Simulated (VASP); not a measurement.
Write the native input for VASP 6.6.1 that does the following.

- Task: relaxation of cell and atoms
- Functional: PBE
- Potentials or basis: VASP PAW PBE potentials, release 64 (C)
- Cutoff: 600 eV
- k mesh: 10 × 10 × 10
- Occupations: gaussian, width 0.1 eV
- Spin: no spin polarisation
- Dipole correction: no
- Further INCAR settings: ALGO = Normal; EDIFF = 1e-07; IBRION = 2; EDIFFG = -0.04; NSW = 90; ISIF = 3

The structure of C lies in POSCAR:

```
C
1.0
    0.0000000000      1.4119867500      1.6846434100
    1.3997908200      0.0000000000      1.6846434100
    1.3997908200      1.4119867500      0.0000000000
C
1
Direct
    0.5000000000      0.5000000000      0.5000000000
```

The input as run:

INCAR

```
SYSTEM = C
ALGO     = Normal         ! electronic algorithm
EDIFF    = 1E-7           ! SCF threshold, eV
EDIFFG   = -0.04          ! ionic threshold
ENCUT    = 600            ! plane-wave cutoff, eV
GGA      = PE             ! functional
IBRION   = 2              ! ionic algorithm
ISIF     = 3              ! what is computed and relaxed
ISMEAR   = 0              ! smearing method
LASPH    = .True.         ! aspherical terms in the spheres
LCHARG   = .False.        ! write CHGCAR
LREAL    = .False.        ! projectors in reciprocal space
LWAVE    = .False.        ! write WAVECAR
NELM     = 60             ! most SCF steps
NSW      = 90             ! ionic steps
PREC     = Accurate       ! precision mode
SIGMA    = 0.1            ! smearing width, eV
```

KPOINTS

```
k-points
0
Gamma
  10 10 10
  0 0 0
```

Potentials or basis: VASP PAW PBE potentials, release 64 (C).

The run is started by

```bash
$ cat potpaw_PBE.64/C/POTCAR > POTCAR
$ mpirun -np 1 vasp_std > vasp.out
```

It gave:

```yaml
Relaxed_volume: 7.01 Å³/atom
Relaxed_cell: a = 2.929 Å, b = 2.929 Å, c = 1.611 Å, α = 74.04°, β = 74.03°, γ = 31.93°
Space_group_after_relaxing_to_0.05_Å: I4/mmm (No. 139)
Energy_gained_by_relaxing: 1669.4 meV/atom
Ionic_steps: 13
Pressure_after_relaxing: -0.1 GPa
Band_gap_on_the_k_mesh: zero (band 2 reaches 8.62 eV, above the bottom of band 3 at 5.46 eV)
```

Caveat: the k points lie up to 0.41 Å⁻¹ apart in the final cell.

It took 64 s on 1 thread of AMD EPYC 7R43 64-Core Processor (Zen 3), on a shared host, peak memory 0.08 GiB.
